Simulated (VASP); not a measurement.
Crystal: HfN.

```
Hf N
1.0
     0.00000    2.27264    2.27264
     2.27264    0.00000    2.27264
     2.27264    2.27264    0.00000
Hf N
1 1
Direct
  0.50000 0.50000 0.50000
  0.00000 0.00000 0.00000
```

Base run:

* Program: VASP 6.6.1
* Functional: PBEsol
* Potentials or basis: VASP PAW PBE potentials, release 64 (Hf_pv, N)
* Cutoff: 520 eV
* k mesh: 12 × 12 × 12
* Occupations: gaussian, width 0.05 eV
* Spin: non-collinear spin, zero start, spin-orbit coupling
* Starting moments: [[0.0, 0.0, 0.0], [0.0, 0.0, 0.0]] μB

Its results: pressure -9.8 GPa; net moment 0.00 μB per cell.

Problem. The run is repeated on the same cell with these changes: functional from PBEsol to PBE; further incar settings from ALGO = Normal; EDIFF = 1e-06; NBANDS = 27 to ALGO = Normal; EDIFF = 1e-07; NBANDS = 27. What comes out?

Solution. Pressure -1.8 GPa; net moment 0.00 μB per cell.

Caveats: the cell stands under tension (at least some runs); the PAW data sets were made with another functional, which shifts forces and pressure a little (at least some runs).
